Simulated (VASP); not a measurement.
Input of a VASP 6.6.1 run:

INCAR

```
PREC     = Accurate       # precision mode
ENCUT    = 840            # plane-wave cutoff, eV
EDIFF    = 1E-6           # SCF threshold, eV
ISMEAR   = 0              # smearing method
SIGMA    = 0.05           # smearing width, eV
LREAL    = F              # projectors in reciprocal space
LASPH    = T              # aspherical terms in the spheres
NELM     = 120            # most SCF steps
ALGO     = Normal         # electronic algorithm
ISIF     = 2              # what is computed and relaxed
LWAVE    = F              # write WAVECAR
LCHARG   = F              # write CHGCAR
GGA      = PE             # functional
NBANDS   = 15             # bands
GGA_COMPAT= F
```

File KPOINTS:

```
regular mesh
0
Gamma
  10 10 10
```

POSCAR

```
MgO
1.0
    0.0000000000      2.1272186771      2.1272186771
    2.1272186771      0.0000000000      2.1272186771
    2.1272186771      2.1272186771      0.0000000000
Mg O
1 1
Direct
    0.0133061842      0.0133061842     -0.0133061842
    0.4797858112      0.4797858112      0.5202141888
```

Potentials or basis: VASP PAW PBE potentials, release 64 (Mg_sv, O).

Launch:

```bash
$ cat potpaw_PBE.64/Mg_sv/POTCAR potpaw_PBE.64/O/POTCAR > POTCAR
$ mpirun -np 1 vasp_std > vasp.out
```

(1) What does it give for the largest force?

(2) What does it give for the band gap on the k mesh?

Results:

(1) 0.794 eV/Å.

(2) 4.45 eV.

Caveat: the cell differs from its parent crystal (atoms displaced along a vibrational mode).
